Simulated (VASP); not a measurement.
# GaAs (F-43m) in VASP: relaxation of cell and atoms with LDA

Aim: the relaxation of cell and atoms of GaAs with LDA.

Program: VASP 6.6.1. These are calculated values, not measurements. Logs are shortened: lines on timing, memory, paths and dates and some standing lists are left out, and cuts for length are marked.

**1. The cell of the first run**

The structure is cubic, space group F-43m (No. 216). The conventional cell has a = 5.610 Å, b = 5.610 Å, c = 5.610 Å, α = 90.00°, β = 90.00°, γ = 90.00°. Ga (site symmetry -43m) has 4 As at 2.43 Å within 3.2 Å. Within 3.2 Å of As (site symmetry -43m) lie 4 Ga at 2.43 Å.

**2. Relaxation of cell and atoms, LDA**

Contents of INCAR:

```
ALGO = Normal ; EDIFF = 1E-7
EDIFFG = -0.005 ; ENCUT = 600
GGA = CA ; IBRION = 2
ISIF = 3 ; ISMEAR = 0
LASPH = T ; LCHARG = F
LREAL = F ; LWAVE = F
NELM = 60 ; NSW = 80
PREC = Accurate ; SIGMA = 0.02
```

Contents of KPOINTS:

```
k-points
0
Gamma
  18 18 18
```

Contents of POSCAR:

```
GaAs
1.0
    0.0000000000      2.8050000000      2.8050000000
    2.8050000000      0.0000000000      2.8050000000
    2.8050000000      2.8050000000      0.0000000000
Ga As
1 1
Direct
    0.0000000000      0.0000000000      0.0000000000
    0.2500000000      0.2500000000      0.2500000000
```

Potentials or basis: VASP PAW LDA potentials, release 64 (Ga_d, As).

On the command line:

```
> cat potpaw_LDA.64/Ga_d/POTCAR potpaw_LDA.64/As/POTCAR > POTCAR
> mpirun -np 1 vasp_std > vasp.out
```

OUTCAR:

```text
EDIFF = 1E-7
   EDIFFG = -0.005
   ENCUT = 600
   GGA = CA
   IBRION = 2
   ISIF = 3
   ISMEAR = 0
   LASPH = T
   LREAL = F
   NELM = 60
   NSW = 80
   PREC = Accurate

 ion  position               nearest neighbor table
   1  0.000  0.000  0.000-   2 2.43   2 2.43   2 2.43   2 2.43
   2  0.250  0.250  0.250-   1 2.43   1 2.43   1 2.43   1 2.43

  LATTYP: Found a face centered cubic cell.
 ALAT       =     5.6100000000

  Lattice vectors:

 A1 = (   0.0000000000,   2.8050000000,   2.8050000000)
 A2 = (   2.8050000000,   0.0000000000,   2.8050000000)
 A3 = (   2.8050000000,   2.8050000000,   0.0000000000)

Analysis of symmetry for initial positions (statically):
=====================================================================
 Subroutine PRICEL returns:
 Original cell was already a primitive cell.

 Routine SETGRP: Setting up the symmetry group for a
 face centered cubic supercell.

 Subroutine GETGRP returns: Found 24 space group operations
 (whereof 24 operations were pure point group operations)
 out of a pool of 48 trial point group operations.

The static configuration has the point symmetry T_d .

Analysis of symmetry for dynamics (positions and initial velocities):
=====================================================================
 Subroutine PRICEL returns:
 Original cell was already a primitive cell.

 Routine SETGRP: Setting up the symmetry group for a
 face centered cubic supercell.

 Subroutine GETGRP returns: Found 24 space group operations
 (whereof 24 operations were pure point group operations)
 out of a pool of 48 trial point group operations.

The dynamic configuration has the point symmetry T_d .

 Subroutine INISYM returns: Found 24 space group operations
 (whereof 24 operations are pure point group operations),
 and found     1 'primitive' translations

----------------------------------------------------------------------------------------

                                     Primitive cell

  volume of cell :      44.1396

  direct lattice vectors                    reciprocal lattice vectors
     0.000000000  2.805000000  2.805000000    -0.178253119  0.178253119  0.178253119
     2.805000000  0.000000000  2.805000000     0.178253119 -0.178253119  0.178253119
     2.805000000  2.805000000  0.000000000     0.178253119  0.178253119 -0.178253119

  length of vectors
     3.966869042  3.966869042  3.966869042     0.308743459  0.308743459  0.308743459

  position of ions in fractional coordinates (direct lattice)
     0.000000000  0.000000000  0.000000000
     0.250000000  0.250000000  0.250000000

  ion indices of the primitive-cell ions
   primitive index   ion index
                 1           1
                 2           2

----------------------------------------------------------------------------------------

 KPOINTS: k-points

Automatic generation of k-mesh.
 Grid dimensions read from file:
 generate k-points for:   18   18   18

 Generating k-lattice:

  Cartesian coordinates                     Fractional coordinates (reciprocal lattice)
    -0.009902951  0.009902951  0.009902951     0.055555556  0.000000000  0.000000000
     0.009902951 -0.009902951  0.009902951     0.000000000  0.055555556  0.000000000
     0.009902951  0.009902951 -0.009902951     0.000000000  0.000000000  0.055555556

  Length of vectors
     0.017152414  0.017152414  0.017152414

  Shift w.r.t. Gamma in fractional coordinates (k-lattice)
     0.000000000  0.000000000  0.000000000

 Subroutine IBZKPT returns following result:
 ===========================================

 Found    195 irreducible k-points:

 Following reciprocal coordinates:
            Coordinates               Weight
  0.000000  0.000000  0.000000      1.000000
  0.055556  0.000000  0.000000      8.000000
  0.111111  0.000000  0.000000      8.000000
[... 78 lines left out ...]

--------------------------------------- Ionic step        1  -------------------------------------------

 number of electron      18.0000006 magnetization

 Free energy of the ion-electron system (eV)
  ---------------------------------------------------
  ext. energy  EPLUGINS =         0.00000000
  ---------------------------------------------------
  free energy    TOTEN  =        -9.64251420 eV

  energy without entropy =       -9.64251420  energy(sigma->0) =       -9.64251420

 E-fermi :   4.1128     XC(G=0): -10.0156

 val. band max:        4.0244931097   @ k =   0.0000   0.0000   0.0000
 cond. band min:       4.5330638435   @ k =   0.0000   0.0000   0.0000
 fundamental gap:      0.5085707338
 Fermi energy:         4.1128141672

 k-point     1 :       0.0000    0.0000    0.0000
  band No.  band energies     occupation
      1     -10.9462      2.00000
      2     -10.9462      2.00000
      3     -10.9462      2.00000
      4     -10.8623      2.00000
      5     -10.8623      2.00000
      6      -8.9090      2.00000
      7       4.0245      2.00000
      8       4.0245      2.00000
      9       4.0245      2.00000
     10       4.5331      0.00000
     11       7.7048      0.00000
     12       7.7048      0.00000
     13       7.7048      0.00000
[... 356 lines left out ...]
      2     -10.9350      2.00000
      3     -10.9330      2.00000
      4     -10.8637      2.00000
      5     -10.8608      2.00000
      6      -8.2110      2.00000
      7      -0.0777      2.00000
      8       2.8857      2.00000
      9       3.4882      2.00000
     10       5.7435      0.00000
     11       8.4274      0.00000
     12       8.6289      0.00000
     13       9.8221      0.00000

 [... further k-points ...]

------------------------ aborting loop because EDIFF is reached ----------------------------------------

  FORCE on cell =-STRESS in cart. coord.  units (eV):
  Direction    XX          YY          ZZ          XY          YZ          ZX
  --------------------------------------------------------------------------------------
  -------------------------------------------------------------------------------------
  Total        0.0124743      0.0124743      0.0124743      0.0000000     -0.0000000      0.0000000
  in kB        0.4527911      0.4527911      0.4527911      0.0000000     -0.0000000      0.0000000
  external PRESSURE =       0.4527911 kB  Pullay stress =       0.0000000 kB

 VOLUME and BASIS-vectors are now :
 -----------------------------------------------------------------------------
  energy-cutoff  :      600.00
  volume of cell :       44.14
      direct lattice vectors                 reciprocal lattice vectors
     0.000000000  2.805000000  2.805000000    -0.178253119  0.178253119  0.178253119
     2.805000000  0.000000000  2.805000000     0.178253119 -0.178253119  0.178253119
     2.805000000  2.805000000  0.000000000     0.178253119  0.178253119 -0.178253119

 POSITION                                       TOTAL-FORCE (eV/Angst)
 -----------------------------------------------------------------------------------
      0.00000      0.00000      0.00000        -0.000000     -0.000000     -0.000000
      1.40250      1.40250      1.40250         0.000000      0.000000      0.000000
 -----------------------------------------------------------------------------------
    total drift:                                0.000000      0.000000      0.000000

  FREE ENERGIE OF THE ION-ELECTRON SYSTEM (eV)
  ---------------------------------------------------
  free  energy   TOTEN  =        -9.6425141980 eV

  energy  without entropy=       -9.6425141980  energy(sigma->0) =       -9.64251420

--------------------------------------- Ionic step        2  -------------------------------------------

 number of electron      18.0000006 magnetization

 Free energy of the ion-electron system (eV)
  ---------------------------------------------------
  ext. energy  EPLUGINS =         0.00000000
  ---------------------------------------------------
  free energy    TOTEN  =        -9.64251626 eV

  energy without entropy =       -9.64251626  energy(sigma->0) =       -9.64251626

 E-fermi :   4.1005     XC(G=0): -10.0116

 val. band max:        4.0156367059   @ k =   0.0000   0.0000   0.0000
 cond. band min:       4.5173341120   @ k =   0.0000   0.0000   0.0000
 fundamental gap:      0.5016974061
 Fermi energy:         4.1004975928

 k-point     1 :       0.0000    0.0000    0.0000
  band No.  band energies     occupation
      1     -10.9532      2.00000
      2     -10.9532      2.00000
      3     -10.9532      2.00000
      4     -10.8695      2.00000
      5     -10.8695      2.00000
      6      -8.9112      2.00000
      7       4.0156      2.00000
      8       4.0156      2.00000
      9       4.0156      2.00000
     10       4.5173      0.00000
     11       7.6958      0.00000
     12       7.6958      0.00000
     13       7.6958      0.00000
[... 356 lines left out ...]
      2     -10.9420      2.00000
      3     -10.9400      2.00000
      4     -10.8709      2.00000
      5     -10.8681      2.00000
      6      -8.2141      2.00000
      7      -0.0849      2.00000
      8       2.8782      2.00000
      9       3.4800      2.00000
     10       5.7315      0.00000
     11       8.4178      0.00000
     12       8.6187      0.00000
     13       9.8095      0.00000

 [... further k-points ...]

------------------------ aborting loop because EDIFF is reached ----------------------------------------

  FORCE on cell =-STRESS in cart. coord.  units (eV):
  Direction    XX          YY          ZZ          XY          YZ          ZX
  --------------------------------------------------------------------------------------
  -------------------------------------------------------------------------------------
  Total       -0.0090109     -0.0090109     -0.0090109      0.0000000      0.0000000     -0.0000000
  in kB       -0.3267823     -0.3267823     -0.3267823      0.0000000      0.0000000     -0.0000000
  external PRESSURE =      -0.3267823 kB  Pullay stress =       0.0000000 kB

 VOLUME and BASIS-vectors are now :
 -----------------------------------------------------------------------------
  energy-cutoff  :      600.00
  volume of cell :       44.18
      direct lattice vectors                 reciprocal lattice vectors
    -0.000000000  2.805844015  2.805844015    -0.178199500  0.178199500  0.178199500
     2.805844015 -0.000000000  2.805844015     0.178199500 -0.178199500  0.178199500
     2.805844015  2.805844015  0.000000000     0.178199500  0.178199500 -0.178199500

 POSITION                                       TOTAL-FORCE (eV/Angst)
 -----------------------------------------------------------------------------------
      5.61169      5.61169      5.61169         0.000000     -0.000000      0.000000
      1.40292      1.40292      1.40292        -0.000000      0.000000     -0.000000
 -----------------------------------------------------------------------------------
    total drift:                                0.000000      0.000000      0.000000

  FREE ENERGIE OF THE ION-ELECTRON SYSTEM (eV)
  ---------------------------------------------------
  free  energy   TOTEN  =        -9.6425162589 eV

  energy  without entropy=       -9.6425162589  energy(sigma->0) =       -9.64251626

 reached required accuracy - stopping structural energy minimisation
```

It took 51 s on 1 thread of Intel Xeon 6975P-C (Granite Rapids), shared host; peak memory 0.28 GiB.

Results:

| Quantity | Value |
| --- | --- |
| Free energy | -9.6425 eV |
| Relaxed volume | 22.09 Å³/atom |
| Relaxed cell | a = 3.968 Å, b = 3.968 Å, c = 3.968 Å, α = 60.00°, β = 60.00°, γ = 60.00° |
| Space group after relaxing (to 0.1 Å) | F-43m (No. 216) |
| Energy gained by relaxing | 0.0 meV/atom |
| Ionic steps | 2 |
| Pressure after relaxing | 0.0 GPa |
| Band gap on the k mesh | 0.50 eV |

Final structure:
```
Ga As
1.0
     0.00000    2.80584    2.80584
     2.80584    0.00000    2.80584
     2.80584    2.80584    0.00000
Ga As
1 1
Direct
  0.00000 0.00000 0.00000
  0.25000 0.25000 0.25000
```

A k mesh can miss the band edges.
